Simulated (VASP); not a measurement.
Here is a VASP 6.6.1 calculation.

File INCAR:

```
SYSTEM = As
  PREC = Accurate
  ENCUT = 520
  EDIFF = 1E-6
  ISMEAR = -1
  SIGMA = 0.05
  LREAL = .FALSE.
  LASPH = .TRUE.
  NELM = 100
  ALGO = Normal
  ISIF = 2
  LWAVE = .FALSE.
  LCHARG = .FALSE.
  GGA = RP
  IVDW = 13
  NBANDS = 8
```

File KPOINTS:

```
Automatic mesh
0
G
  10 10 10
  0 0 0
```

File POSCAR:

```
As
1.0
    2.6607680861      0.0000000000      0.0000000000
    0.0000000000      2.6607680861      0.0000000000
    0.0000000000      0.0000000000      2.6607680861
As
1
Direct
    0.5000000000      0.5000000000      0.5000000000
```

Potentials or basis: VASP PAW PBE potentials, release 64 (As).

Command:

```bash
$ cat potpaw_PBE.64/As/POTCAR > POTCAR
$ mpirun -np 1 vasp_std > vasp.out
```

Task: Estimate the pressure.

Result: 0.2 GPa.

Task: What does it give for the dispersion energy per atom?

Result: -1.034 eV.

Caveat: the PAW data sets were made with another functional, which shifts forces and pressure a little; pairwise dispersion overbinds metals, which lowers pressure and volume.
